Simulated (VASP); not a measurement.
# Pb (P6_3/mmc) in VASP: a series of runs, part 2 of 2

VASP 6.6.1. The steps go on from the part before.

## 3. Single point, PBEsol (strain -0.080 along x and y, +0.080 along z)

File INCAR:

```
SYSTEM = Pb
PREC = Accurate ; ENCUT = 520
EDIFF = 1E-6 ; ISMEAR = 0
SIGMA = 0.15 ; LREAL = .FALSE.
LASPH = .TRUE. ; NELM = 100
ALGO = Fast ; ISIF = 2
LWAVE = .FALSE. ; LCHARG = .FALSE.
GGA = PS ; NBANDS = 21
```

File KPOINTS:

```
Automatic mesh
0
G
  18 18 10
  0 0 0
```

File POSCAR:

```
Pb
1.0
    3.2016006353      0.0000000000      0.0000000000
   -1.6008003177      2.7726674830      0.0000000000
    0.0000000000      0.0000000000      6.0372000000
Pb
2
Direct
    0.3333333333      0.6666666667      0.2500000000
    0.6666666667      0.3333333333      0.7500000000
```

Potentials or basis: VASP PAW PBE potentials, release 64 (Pb_d).

Command:

```console
$ cat potpaw_PBE.64/Pb_d/POTCAR > POTCAR
$ mpirun -np 1 vasp_std > vasp.out
```

OUTCAR:

```text
SYSTEM = Pb
   PREC = Accurate
   ENCUT = 520
   EDIFF = 1E-6
   ISMEAR = 0
   LREAL = .FALSE.
   LASPH = .TRUE.
   NELM = 100
   ISIF = 2
   GGA = PS

 ion  position               nearest neighbor table
   1  0.333  0.667  0.250-   2 3.54   2 3.54   2 3.54   2 3.54   2 3.54   2 3.54
   2  0.667  0.333  0.750-   1 3.54   1 3.54   1 3.54   1 3.54   1 3.54   1 3.54

  LATTYP: Found a hexagonal cell.
 ALAT       =     3.2016006353
 C/A-ratio  =     1.8856817847

  Lattice vectors:

 A1 = (   3.2016006353,   0.0000000000,   0.0000000000)
 A2 = (  -1.6008003177,   2.7726674830,   0.0000000000)
 A3 = (   0.0000000000,   0.0000000000,   6.0372000000)

Analysis of symmetry for initial positions (statically):
=====================================================================
 Subroutine PRICEL returns:
 Original cell was already a primitive cell.

 Routine SETGRP: Setting up the symmetry group for a
 hexagonal supercell.

 Subroutine GETGRP returns: Found 24 space group operations
 (whereof 12 operations were pure point group operations)
 out of a pool of 24 trial point group operations.

The static configuration has the point symmetry D_3d.
 The point group associated with its full space group is D_6h.

Analysis of symmetry for dynamics (positions and initial velocities):
=====================================================================
 Subroutine PRICEL returns:
 Original cell was already a primitive cell.

 Routine SETGRP: Setting up the symmetry group for a
 hexagonal supercell.

 Subroutine GETGRP returns: Found 24 space group operations
 (whereof 12 operations were pure point group operations)
 out of a pool of 24 trial point group operations.

The dynamic configuration has the point symmetry D_3d.
 The point group associated with its full space group is D_6h.

 Subroutine INISYM returns: Found 24 space group operations
 (whereof 12 operations are pure point group operations),
 and found     1 'primitive' translations

----------------------------------------------------------------------------------------

                                     Primitive cell

  volume of cell :      53.5921

  direct lattice vectors                    reciprocal lattice vectors
     3.201600635  0.000000000  0.000000000     0.312343766  0.180331757  0.000000000
    -1.600800318  2.772667483  0.000000000     0.000000000  0.360663515  0.000000000
     0.000000000  0.000000000  6.037200000     0.000000000  0.000000000  0.165639701

  length of vectors
     3.201600635  3.201600635  6.037200000     0.360663515  0.360663515  0.165639701

  position of ions in fractional coordinates (direct lattice)
     0.333333333  0.666666667  0.250000000
     0.666666667  0.333333333  0.750000000

  ion indices of the primitive-cell ions
   primitive index   ion index
                 1           1
                 2           2

----------------------------------------------------------------------------------------

 KPOINTS: Automatic mesh

Automatic generation of k-mesh.
 Grid dimensions read from file:
 generate k-points for:   18   18   10

 Generating k-lattice:

  Cartesian coordinates                     Fractional coordinates (reciprocal lattice)
     0.017352431  0.010018431  0.000000000     0.055555556 -0.000000000  0.000000000
     0.000000000  0.020036862  0.000000000     0.000000000  0.055555556  0.000000000
     0.000000000  0.000000000  0.016563970     0.000000000  0.000000000  0.100000000

  Length of vectors
     0.020036862  0.020036862  0.016563970

  Shift w.r.t. Gamma in fractional coordinates (k-lattice)
     0.000000000  0.000000000  0.000000000

 Subroutine IBZKPT returns following result:
 ===========================================

 Found    222 irreducible k-points:

 Following reciprocal coordinates:
            Coordinates               Weight
  0.000000  0.000000  0.000000      1.000000
  0.055556 -0.000000  0.000000      6.000000
  0.111111 -0.000000  0.000000      6.000000
  0.166667 -0.000000  0.000000      6.000000
  0.222222 -0.000000  0.000000      6.000000
  0.277778 -0.000000  0.000000      6.000000
[... 16 lines left out ...]
  0.333333  0.111111  0.000000     12.000000
  0.388889  0.111111  0.000000     12.000000
 [... further k-points ...]
   k-points           NKPTS =    222   k-points in BZ     NKDIM =    222   number of bands    NBANDS=     21
   number of dos      NEDOS =    301   number of ions     NIONS =      2
   total plane-waves  NPLWV =  27648
   dimension x,y,z NGX =    24 NGY =   24 NGZ =   48
   dimension x,y,z NGXF=    48 NGYF=   48 NGZF=   96
   ions per type =               2
   NGX,Y,Z   is equivalent  to a cutoff of  12.46, 12.46, 13.22 a.u.
   NGXF,Y,Z  is equivalent  to a cutoff of  24.92, 24.92, 26.44 a.u.
 SYSTEM =  Pb
   PREC   = accura    normal or accurate (medium, high low for compatibility)
   ISTART =      0    job   : 0-new  1-cont  2-samecut
   ICHARG =      2    charge: 1-file 2-atom 10-const
   ISPIN  =      1    spin polarized calculation?
   LNONCOLLINEAR =      F non collinear calculations
   LSORBIT =      F    spin-orbit coupling
   LASPH  =      T    aspherical Exc in radial PAW
   ENCUT  =  520.0 eV  38.22 Ry    6.18 a.u.   5.95  5.95 11.23*2*pi/ulx,y,z
   NELM   =    100;   NELMIN=  2; NELMDL= -5     # of ELM steps
   EDIFF  = 0.1E-05   stopping-criterion for ELM
   LREAL  =      F    real-space projection
   EDIFFG = 0.1E-04   stopping-criterion for IOM
   NSW    =      0    number of steps for IOM
   IBRION =     -1    ionic relax: 0-MD 1-quasi-New 2-CG
   NFREE  =      0    steps in history (QN), initial steepest desc. (CG)
   ISIF   =      2    stress and relaxation
   ISYM   =      2    0-nonsym 1-usesym 2-fastsym
   POTIM  = 0.5000    time-step for ionic-motion
   TEBEG  =    0.0;   TEEND  =   0.0 temperature during run
   PSTRESS=    0.0 pullay stress
   NELECT =      28.0000    total number of electrons
   NUPDOWN=      -1.0000    fix difference up-down
   EMIN   =  10.00;   EMAX   =-10.00  energy-range for DOS
   EFERMI =   0.00;   METHOD = LEGACY
   ISMEAR =     0;   SIGMA  =   0.15  broadening in eV -4-tet -1-fermi 0-gaus
   EFERMI_NEDOS =   21; number of points for ismear=-14 and -15
   IALGO  =     68    algorithm
   IMIX   =      4    mixing-type and parameters
     AMIX     =   0.40;   BMIX     =  1.00
     AMIX_MAG =   1.60;   BMIX_MAG =  1.00
  volume/ion in A,a.u.               =      26.80       180.83
  Fermi-wavevector in a.u.,A,eV,Ry     =   1.318542  2.491683 23.654454  1.738553
  Thomas-Fermi vector in A             =   2.448504
   LORBIT       =      0    0 simple, 1 ext, 2 COOP (PROOUT), +10 PAW based schemes
   GGA     = PS    functional components
   LHFCALC =     F    Hartree Fock is set to
   AEXX    =    0.0000 exact exchange contribution
   IVDW    =     0    specifies the selected vdW correction
   LEPSILON=     F    determine dielectric tensor
   LRPA    =     F    only Hartree local field effects (RPA)
 non-spin polarized calculation
 RMM-DIIS sequential band-by-band and
 Gauss-broadening in eV      SIGMA  =   0.15
  energy-cutoff  :      520.00
  volume of cell :       53.59
 maximum number of plane-waves:      1464
 NGX is ok and might be reduce to    24
   NGX = 11   NGY = 11   NGZ = 23

 number of electron      28.0000005 magnetization

 Free energy of the ion-electron system (eV)
  ---------------------------------------------------
  ext. energy  EPLUGINS =         0.00000000
  ---------------------------------------------------
  free energy    TOTEN  =        -7.72000946 eV

  energy without entropy =       -7.70744656  energy(sigma->0) =       -7.71372801

 E-fermi :   8.5794     XC(G=0): -10.9371

 val. band max:        8.5654752479   @ k =   0.2222   0.1667   0.4000
 cond. band min:       8.5802323525   @ k =   0.2222   0.1111   0.0000
 fundamental gap:      0.0147571045
 Fermi energy:         8.5793824986

 k-point     1 :       0.0000    0.0000    0.0000
  band No.  band energies     occupation
      1      -8.7050      2.00000
      2      -8.7033      2.00000
      3      -8.6023      2.00000
      4      -8.6023      2.00000
      5      -8.5852      2.00000
      6      -8.5852      2.00000
[... 13 lines left out ...]
     20      18.7568      0.00000
     21      19.3517      0.00000

 k-point     2 :       0.0556   -0.0000    0.0000
  band No.  band energies     occupation
      1      -8.6954      2.00000
      2      -8.6923      2.00000
      3      -8.6044      2.00000
      4      -8.5875      2.00000
      5      -8.5872      2.00000
      6      -8.5704      2.00000
[... 520 lines left out ...]
 k-point    24 :       0.3889    0.1111    0.0000
  band No.  band energies     occupation
      1      -8.8169      2.00000
      2      -8.7200      2.00000
      3      -8.6275      2.00000
      4      -8.4757      2.00000
      5      -8.4332      2.00000
      6      -8.3322      2.00000
[... 13 lines left out ...]
     20      18.4096      0.00000
     21      19.6879      0.00000

 [... further k-points ...]
[... 5 lines left out ...]
  --------------------------------------------------------------------------------------
  -------------------------------------------------------------------------------------
  Total        3.7837768      3.7837768      0.5192004     -0.0000000      0.0000000      0.0000000
  in kB      113.1190067    113.1190067     15.5219086     -0.0000000      0.0000000      0.0000000
  external PRESSURE =      80.5866407 kB  Pullay stress =       0.0000000 kB

 VOLUME and BASIS-vectors are now :
 -----------------------------------------------------------------------------
  energy-cutoff  :      520.00
  volume of cell :       53.59
      direct lattice vectors                 reciprocal lattice vectors
     3.201600635  0.000000000  0.000000000     0.312343766  0.180331757  0.000000000
    -1.600800318  2.772667483  0.000000000     0.000000000  0.360663515  0.000000000
     0.000000000  0.000000000  6.037200000     0.000000000  0.000000000  0.165639701

 POSITION                                       TOTAL-FORCE (eV/Angst)
 -----------------------------------------------------------------------------------
     -0.00000      1.84844      1.50930         0.000000     -0.000000      0.000000
      1.60080      0.92422      4.52790        -0.000000      0.000000      0.000000
 -----------------------------------------------------------------------------------
    total drift:                               -0.000000      0.000000      0.000000

  FREE ENERGIE OF THE ION-ELECTRON SYSTEM (eV)
  ---------------------------------------------------
  free  energy   TOTEN  =        -7.7200094575 eV

  energy  without entropy=       -7.7074465629  energy(sigma->0) =       -7.71372801
```

Run time: 96 s. Hardware: 1 thread of Intel Xeon 6975P-C (Granite Rapids), shared host; peak memory 0.31 GiB.

What came out:

```
Free energy            : -7.7200 eV
Pressure               : 8.1 GPa
Band gap on the k mesh : zero (band 14 reaches 14.06 eV, above the bottom of band 15 at 6.41 eV)
```

Stress tensor (GPa, compression positive):
```
11.31  0.00  0.00
 0.00 11.31  0.00
 0.00  0.00  1.55
```

Caveat: the cell differs from its parent crystal (strain -0.080 along x and y, +0.080 along z); the PAW data sets were made with another functional, which shifts forces and pressure a little; spin-orbit coupling is left out, which moves the levels of the heavy elements.
